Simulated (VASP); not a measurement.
# Au (P6_3/mmc) in VASP: a series of runs

Au is run at these levels: PBEsol; tasks: single point.

Everything below comes from runs of VASP 6.6.1. Logs are shortened: lines on timing, memory, paths and dates and some standing lists are left out, and cuts for length are marked.

**1. The cell of the first run**

The structure is hexagonal, space group P6_3/mmc (No. 194). The conventional cell has a = 2.900 Å, b = 2.900 Å, c = 4.880 Å, α = 90.00°, β = 90.00°, γ = 120.00°. Au (site symmetry -6m2) has 12 Au at 2.90 to 2.96 Å within 3.8 Å.

This isn't the form of Au at room conditions, which is fcc.

**2. Single point, PBEsol**

INCAR

```
PREC = Accurate ; ENCUT = 520
EDIFF = 1E-6 ; ISMEAR = 0
SIGMA = 0.1 ; LREAL = False
LASPH = True ; NELM = 100
ALGO = Normal ; ISIF = 2
LWAVE = False ; LCHARG = False
GGA = PS ; NBANDS = 18
```

KPOINTS

```
regular mesh
0
Gamma
  9 9 4
```

POSCAR

```
Au
1.0
    2.9000000000      0.0000000000      0.0000000000
   -1.4500000000      2.5114736710      0.0000000000
    0.0000000000      0.0000000000      4.8800000000
Au
2
Direct
    0.3333333333      0.6666666667      0.7500000000
    0.6666666667      0.3333333333      0.2500000000
```

Potentials or basis: VASP PAW PBE potentials, release 64 (Au).

Launch:

```sh
> cat potpaw_PBE.64/Au/POTCAR > POTCAR
> mpirun -np 1 vasp_std > vasp.out
```

OUTCAR:

```text
PREC = Accurate
   ENCUT = 520
   EDIFF = 1E-6
   ISMEAR = 0
   LREAL = False
   LASPH = True
   NELM = 100
   ISIF = 2
   GGA = PS

 ion  position               nearest neighbor table
   1  0.333  0.667  0.750-   2 2.96   2 2.96   2 2.96   2 2.96   2 2.96   2 2.96
   2  0.667  0.333  0.250-   1 2.96   1 2.96   1 2.96   1 2.96   1 2.96   1 2.96

  LATTYP: Found a hexagonal cell.
 ALAT       =     2.9000000000
 C/A-ratio  =     1.6827586207

  Lattice vectors:

 A1 = (   2.9000000000,   0.0000000000,   0.0000000000)
 A2 = (  -1.4500000000,   2.5114736710,   0.0000000000)
 A3 = (   0.0000000000,   0.0000000000,   4.8800000000)

Analysis of symmetry for initial positions (statically):
=====================================================================
 Subroutine PRICEL returns:
 Original cell was already a primitive cell.

 Routine SETGRP: Setting up the symmetry group for a
 hexagonal supercell.

 Subroutine GETGRP returns: Found 24 space group operations
 (whereof 12 operations were pure point group operations)
 out of a pool of 24 trial point group operations.

The static configuration has the point symmetry D_3d.
 The point group associated with its full space group is D_6h.

Analysis of symmetry for dynamics (positions and initial velocities):
=====================================================================
 Subroutine PRICEL returns:
 Original cell was already a primitive cell.

 Routine SETGRP: Setting up the symmetry group for a
 hexagonal supercell.

 Subroutine GETGRP returns: Found 24 space group operations
 (whereof 12 operations were pure point group operations)
 out of a pool of 24 trial point group operations.

The dynamic configuration has the point symmetry D_3d.
 The point group associated with its full space group is D_6h.

 Subroutine INISYM returns: Found 24 space group operations
 (whereof 12 operations are pure point group operations),
 and found     1 'primitive' translations

----------------------------------------------------------------------------------------

                                     Primitive cell

  volume of cell :      35.5424

  direct lattice vectors                    reciprocal lattice vectors
     2.900000000  0.000000000  0.000000000     0.344827586  0.199086300  0.000000000
    -1.450000000  2.511473671  0.000000000     0.000000000  0.398172599  0.000000000
     0.000000000  0.000000000  4.880000000     0.000000000  0.000000000  0.204918033

  length of vectors
     2.900000000  2.900000000  4.880000000     0.398172599  0.398172599  0.204918033

  position of ions in fractional coordinates (direct lattice)
     0.333333333  0.666666667  0.750000000
     0.666666667  0.333333333  0.250000000

  ion indices of the primitive-cell ions
   primitive index   ion index
                 1           1
                 2           2

----------------------------------------------------------------------------------------

 KPOINTS: regular mesh

Automatic generation of k-mesh.
 Grid dimensions read from file:
 generate k-points for:    9    9    4

 Generating k-lattice:

  Cartesian coordinates                     Fractional coordinates (reciprocal lattice)
     0.038314176  0.022120700  0.000000000     0.111111111  0.000000000  0.000000000
     0.000000000  0.044241400  0.000000000     0.000000000  0.111111111  0.000000000
     0.000000000  0.000000000  0.051229508     0.000000000  0.000000000  0.250000000

  Length of vectors
     0.044241400  0.044241400  0.051229508

  Shift w.r.t. Gamma in fractional coordinates (k-lattice)
     0.000000000  0.000000000  0.000000000

 Subroutine IBZKPT returns following result:
 ===========================================

 Found     36 irreducible k-points:

 Following reciprocal coordinates:
            Coordinates               Weight
  0.000000  0.000000  0.000000      1.000000
  0.111111  0.000000  0.000000      6.000000
  0.222222  0.000000  0.000000      6.000000
  0.333333 -0.000000  0.000000      6.000000
  0.444444  0.000000  0.000000      6.000000
  0.111111  0.111111  0.000000      6.000000
[... 16 lines left out ...]
  0.333333  0.222222  0.250000     24.000000
  0.333333  0.333333  0.250000      4.000000
 [... further k-points ...]
   k-points           NKPTS =     36   k-points in BZ     NKDIM =     36   number of bands    NBANDS=     18
   number of dos      NEDOS =    301   number of ions     NIONS =      2
   total plane-waves  NPLWV =  20736
   dimension x,y,z NGX =    24 NGY =   24 NGZ =   36
   dimension x,y,z NGXF=    48 NGYF=   48 NGZF=   72
   ions per type =               2
   NGX,Y,Z   is equivalent  to a cutoff of  13.76, 13.76, 12.26 a.u.
   NGXF,Y,Z  is equivalent  to a cutoff of  27.52, 27.52, 24.53 a.u.
 SYSTEM =  unknown system
   PREC   = accura    normal or accurate (medium, high low for compatibility)
   ISTART =      0    job   : 0-new  1-cont  2-samecut
   ICHARG =      2    charge: 1-file 2-atom 10-const
   ISPIN  =      1    spin polarized calculation?
   LNONCOLLINEAR =      F non collinear calculations
   LSORBIT =      F    spin-orbit coupling
   LASPH  =      T    aspherical Exc in radial PAW
   ENCUT  =  520.0 eV  38.22 Ry    6.18 a.u.   5.39  5.39  9.07*2*pi/ulx,y,z
   NELM   =    100;   NELMIN=  2; NELMDL= -5     # of ELM steps
   EDIFF  = 0.1E-05   stopping-criterion for ELM
   LREAL  =      F    real-space projection
   EDIFFG = 0.1E-04   stopping-criterion for IOM
   NSW    =      0    number of steps for IOM
   IBRION =     -1    ionic relax: 0-MD 1-quasi-New 2-CG
   NFREE  =      0    steps in history (QN), initial steepest desc. (CG)
   ISIF   =      2    stress and relaxation
   ISYM   =      2    0-nonsym 1-usesym 2-fastsym
   POTIM  = 0.5000    time-step for ionic-motion
   TEBEG  =    0.0;   TEEND  =   0.0 temperature during run
   PSTRESS=    0.0 pullay stress
   NELECT =      22.0000    total number of electrons
   NUPDOWN=      -1.0000    fix difference up-down
   EMIN   =  10.00;   EMAX   =-10.00  energy-range for DOS
   EFERMI =   0.00;   METHOD = LEGACY
   ISMEAR =     0;   SIGMA  =   0.10  broadening in eV -4-tet -1-fermi 0-gaus
   EFERMI_NEDOS =   21; number of points for ismear=-14 and -15
   IALGO  =     38    algorithm
   IMIX   =      4    mixing-type and parameters
     AMIX     =   0.40;   BMIX     =  1.00
     AMIX_MAG =   1.60;   BMIX_MAG =  1.00
  volume/ion in A,a.u.               =      17.77       119.93
  Fermi-wavevector in a.u.,A,eV,Ry     =   1.395191  2.636528 26.484517  1.946557
  Thomas-Fermi vector in A             =   2.518667
   LORBIT       =      0    0 simple, 1 ext, 2 COOP (PROOUT), +10 PAW based schemes
   GGA     = PS    functional components
   LHFCALC =     F    Hartree Fock is set to
   AEXX    =    0.0000 exact exchange contribution
   IVDW    =     0    specifies the selected vdW correction
   LEPSILON=     F    determine dielectric tensor
   LRPA    =     F    only Hartree local field effects (RPA)
 non-spin polarized calculation
 Gauss-broadening in eV      SIGMA  =   0.10
  energy-cutoff  :      520.00
  volume of cell :       35.54
 maximum number of plane-waves:       978
 NGX is ok and might be reduce to    24
   NGX = 11   NGY = 11   NGZ = 19

 number of electron      22.0000001 magnetization

 Free energy of the ion-electron system (eV)
  ---------------------------------------------------
  ext. energy  EPLUGINS =         0.00000000
  ---------------------------------------------------
  free energy    TOTEN  =        -7.81448458 eV

  energy without entropy =       -7.80971473  energy(sigma->0) =       -7.81209965

 E-fermi :   8.4050     XC(G=0): -12.6357

 val. band max:        8.4033275738   @ k =   0.2222   0.2222   0.5000
 cond. band min:       8.5212756753   @ k =   0.4444   0.0000   0.5000
 fundamental gap:      0.1179481015
 Fermi energy:         8.4050165636

 k-point     1 :       0.0000    0.0000    0.0000
  band No.  band energies     occupation
      1      -0.8905      2.00000
      2       1.5444      2.00000
      3       3.9584      2.00000
      4       4.2410      2.00000
      5       4.2410      2.00000
      6       4.5298      2.00000
[... 10 lines left out ...]
     17      26.6707      0.00000
     18      26.6707      0.00000

 k-point     2 :       0.1111    0.0000    0.0000
  band No.  band energies     occupation
      1      -0.5163      2.00000
      2       1.8463      2.00000
      3       3.8370      2.00000
      4       4.3148      2.00000
      5       4.4449      2.00000
      6       4.4862      2.00000
[... 10 lines left out ...]
     17      25.0087      0.00000
     18      26.4071      0.00000

 k-point     3 :       0.2222    0.0000    0.0000
  band No.  band energies     occupation
      1       0.4922      2.00000
      2       2.4192      2.00000
      3       3.7004      2.00000
      4       3.8927      2.00000
      5       4.0978      2.00000
      6       4.7524      2.00000
[... 10 lines left out ...]
     17      25.1417      0.00000
     18      25.5854      0.00000

 k-point     4 :       0.3333   -0.0000    0.0000
  band No.  band energies     occupation
      1       1.6069      2.00000
      2       2.3677      2.00000
      3       3.0750      2.00000
      4       4.0740      2.00000
      5       4.3672      2.00000
      6       4.4615      2.00000
[... 375 lines left out ...]
      4       3.5321      2.00000
      5       4.2519      2.00000
      6       4.2523      2.00000
[... 10 lines left out ...]
     17      20.7896      0.00000
     18      24.1572      0.00000

 k-point    23 :       0.3333    0.2222    0.2500
  band No.  band energies     occupation
      1       2.5141      2.00000
      2       3.0458      2.00000
      3       3.1709      2.00000
      4       3.5583      2.00000
      5       3.9394      2.00000
      6       4.6741      2.00000
[... 10 lines left out ...]
     17      20.4170      0.00000
     18      22.4253      0.00000

 k-point    24 :       0.3333    0.3333    0.2500
  band No.  band energies     occupation
      1       3.0008      2.00000
      2       3.0844      2.00000
      3       3.0844      2.00000
      4       3.7570      2.00000
      5       4.1578      2.00000
      6       4.1578      2.00000
[... 10 lines left out ...]
     17      21.9706      0.00000
     18      21.9706      0.00000

 [... further k-points ...]

------------------------ aborting loop because EDIFF is reached ----------------------------------------

  FORCE on cell =-STRESS in cart. coord.  units (eV):
  Direction    XX          YY          ZZ          XY          YZ          ZX
  --------------------------------------------------------------------------------------
  -------------------------------------------------------------------------------------
  Total       -1.3989952     -1.3989952     -1.5479266      0.0000000      0.0000000      0.0000000
  in kB      -63.0638317    -63.0638317    -69.7773554      0.0000000      0.0000000      0.0000000
  external PRESSURE =     -65.3016729 kB  Pullay stress =       0.0000000 kB

 VOLUME and BASIS-vectors are now :
 -----------------------------------------------------------------------------
  energy-cutoff  :      520.00
  volume of cell :       35.54
      direct lattice vectors                 reciprocal lattice vectors
     2.900000000  0.000000000  0.000000000     0.344827586  0.199086300  0.000000000
    -1.450000000  2.511473671  0.000000000     0.000000000  0.398172599  0.000000000
     0.000000000  0.000000000  4.880000000     0.000000000  0.000000000  0.204918033

 POSITION                                       TOTAL-FORCE (eV/Angst)
 -----------------------------------------------------------------------------------
     -0.00000      1.67432      3.66000         0.000000     -0.000000      0.000000
      1.45000      0.83716      1.22000        -0.000000      0.000000      0.000000
 -----------------------------------------------------------------------------------
    total drift:                                0.000000     -0.000000      0.000000

  FREE ENERGIE OF THE ION-ELECTRON SYSTEM (eV)
  ---------------------------------------------------
  free  energy   TOTEN  =        -7.8144845843 eV

  energy  without entropy=       -7.8097147255  energy(sigma->0) =       -7.81209965
```

Wall time 11 s (1 thread of Intel Xeon 6455B, shared host); peak memory 0.16 GiB.

What came out:

- Free energy: -7.8145 eV
- Pressure: -6.5 GPa
- Band gap on the k mesh: zero (bands 11 and 12 overlap by 6.62 eV)

Levels at points of the mesh, in eV from the Fermi level:
| k point | band 7 | band 8 | band 9 | band 10 | band 11 | band 12 | band 13 | band 14 | band 15 | band 16 |
| --- | --- | --- | --- | --- | --- | --- | --- | --- | --- | --- |
| (0.00, 0.00, 0.00) | -3.88 | -3.21 | -3.21 | -1.94 | -1.94 | -0.84 | 2.62 | 14.77 | 15.80 | 16.88 |
| (0.00, 0.00, 0.50) | -4.20 | -4.20 | -2.37 | -2.37 | -2.37 | -2.37 | 10.46 | 10.46 | 15.05 | 15.05 |

Caveat: the cell stands under tension; the PAW data sets were made with another functional, which shifts forces and pressure a little; spin-orbit coupling is left out, which moves the levels of the heavy elements.

**3. Single point, PBEsol**

This run uses another cell than the first one, of 17.03 Å³/atom.

INCAR

```
PREC = Accurate ; ENCUT = 520
EDIFF = 1E-6 ; ISMEAR = 0
SIGMA = 0.1 ; LREAL = False
LASPH = True ; NELM = 80
ALGO = Fast ; ISIF = 2
LWAVE = False ; LCHARG = True
GGA = PS ; LELF = True
LVHAR = True ; NBANDS = 18
```

KPOINTS

```
Automatic mesh
0
Gamma
  18 18 10
```

POSCAR

```
Au
1.0
    2.8651903826      0.0000000000      0.0000000000
   -1.4325951913      2.4813276580      0.0000000000
    0.0000000000      0.0000000000      4.7905769541
Au
2
Direct
    0.3333333333      0.6666666667      0.7500000000
    0.6666666667      0.3333333333      0.2500000000
```

Potentials or basis: VASP PAW PBE potentials, release 64 (Au).

Launch:

```sh
> cat potpaw_PBE.64/Au/POTCAR > POTCAR
> mpirun -np 1 vasp_std > vasp.out
```

Run time: 77 s. Hardware: 1 thread of Intel Xeon 6455B, shared host; peak memory 0.24 GiB.

It converged, with:

```yaml
Free_energy: -7.8296 eV
Pressure: -0.2 GPa
Band_gap_on_the_k_mesh: zero (bands 11 and 12 overlap by 6.92 eV)
```

Levels at points of the mesh, in eV from the Fermi level:
| k point | band 7 | band 8 | band 9 | band 10 | band 11 | band 12 | band 13 | band 14 | band 15 | band 16 |
| --- | --- | --- | --- | --- | --- | --- | --- | --- | --- | --- |
| (0.00, 0.00, 0.00) | -4.21 | -3.53 | -3.53 | -2.13 | -2.13 | -1.14 | 2.77 | 14.58 | 15.81 | 16.81 |
| (0.50, 0.00, 0.00) | -3.71 | -1.88 | -1.82 | -1.63 | 0.39 | 1.60 | 5.79 | 7.33 | 7.41 | 10.30 |
| (0.00, 0.00, 0.50) | -4.57 | -4.57 | -2.59 | -2.59 | -2.59 | -2.59 | 10.75 | 10.75 | 14.88 | 14.88 |
| (0.50, 0.00, 0.50) | -2.38 | -2.38 | -1.71 | -1.71 | 0.45 | 0.45 | 4.00 | 4.00 | 13.30 | 13.30 |

Caveat: the PAW data sets were made with another functional, which shifts forces and pressure a little; spin-orbit coupling is left out, which moves the levels of the heavy elements.
